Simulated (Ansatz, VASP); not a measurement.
**P in VASP and in Ansatz**

Contents of INCAR:

```
SYSTEM = P
ALGO = Normal
EDIFF = 1E-6
EDIFFG = -0.01
ENCUT = 600
GGA = PE
IBRION = 2
ISIF = 3
ISMEAR = 0
IVDW = 12
LASPH = .TRUE.
LCHARG = .FALSE.
LREAL = .FALSE.
LWAVE = .FALSE.
NELM = 80
NSW = 50
PREC = Accurate
SIGMA = 0.05
```

The input KPOINTS:

```
k-points
0
G
  16 16 16
  0 0 0
```

The input POSCAR:

```
P
1.0
    1.7131754069      0.9891022824      2.9035673710
   -1.7131754069      0.9891022824      2.9035673710
    0.0000000000     -1.9782045647      2.9035673710
P
2
Direct
    0.2343904313      0.2343904313      0.2343904313
    0.7656095687      0.7656095687      0.7656095687
```

Input for Ansatz:

```yaml
crystal:
  lattice:
    - [1.7131754069, 0.9891022824, 2.903567371]
    - [-1.7131754069, 0.9891022824, 2.903567371]
    - [0.0, -1.9782045647, 2.903567371]
  atoms:
    - { symbol: P, position: [0.2343904313, 0.2343904313, 0.2343904313] }
    - { symbol: P, position: [0.7656095687, 0.7656095687, 0.7656095687] }
basis:
  ecutwfc: 420
  ecutrho_ratio: 4
kpoints:
  mp_grid: { grid: [16, 16, 16] }
hamiltonian:
  xc: pbe
  dispersion: d3bj
scf:
  occupations: { method: gaussian, width: 0.05 }
output:
  forces: true
  stress: true
  eigenvalues: true
relax:
  f_tol: 0.01
  max_steps: 30
  cell: { stress_tol: 0.04 }
```

Alike in both runs: task relaxation of cell and atoms; functional PBE; dispersion D3(BJ); k mesh 16 × 16 × 16; occupations gaussian, width 0.05 eV; no spin polarisation.

```csv
,VASP,Ansatz
version,VASP 6.6.1,Ansatz 0.2.0
potentials or method,"VASP PAW PBE potentials, release 64 (P), cutoff 600 eV","scalar-relativistic, plane waves, PAW"
valence electrons in the cell,10,10
```

Ansatz gave:

| Item | Value |
| --- | --- |
| gap on the k mesh at the Fermi level, each at its own relaxed structure (eV) | none |
| relaxed volume (Å³/atom) | 14.76 |
| relaxed length of the cell vector where the two differ most in proportion (Å) | 3.513 |

Problem. Estimate VASP's values.

Solution. gap on the k mesh at the Fermi level, each at its own relaxed structure (eV): none; relaxed volume (Å³/atom): 14.73; relaxed length of the cell vector where the two differ most in proportion (Å): 3.512.

A gap of «none» marks a metal or a gap that the smearing closes.
